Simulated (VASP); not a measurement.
Input of a VASP 6.6.1 run:

INCAR

```
SYSTEM = GaSb3
ALGO = Normal
EDIFF = 1E-6
ENCUT = 520
GGA = CA
ISIF = 2
ISMEAR = 0
LASPH = .True.
LCHARG = .False.
LREAL = .False.
LWAVE = .False.
NBANDS = 22
NELM = 100
PREC = Accurate
SIGMA = 0.15
```

The input KPOINTS:

```
k-points
0
Gamma
  10 10 10
  0 0 0
```

File POSCAR:

```
GaSb3
1.0
    0.0000000000      3.6870509197      3.4953242719
    3.6870509197      0.0000000000      3.4953242719
    3.6870509197      3.6870509197      0.0000000000
Ga Sb
1 3
Direct
    0.0000000000      0.0000000000      0.0000000000
    0.2500000000      0.2500000000      0.2500000000
    0.7500000000      0.7500000000      0.7500000000
    0.5000000000      0.5000000000      0.5000000000
```

Potentials or basis: VASP PAW LDA potentials, release 64 (Ga_d, Sb).

Command:

```bash
$ cat potpaw_LDA.64/Ga_d/POTCAR potpaw_LDA.64/Sb/POTCAR > POTCAR
$ mpirun -np 1 vasp_std > vasp.out
```

Task: Estimate the pressure.

Result: 0.3 GPa.

Task: Estimate the band gap on the k mesh.

Result: Zero (band 14 reaches 10.21 eV, above the bottom of band 15 at 5.83 eV).

Stress tensor (GPa, compression positive):
```
-0.13  0.00  0.00
 0.00 -0.13  0.00
 0.00  0.00  1.19
```

Caveat: spin-orbit coupling is left out, which moves the levels of the heavy elements.
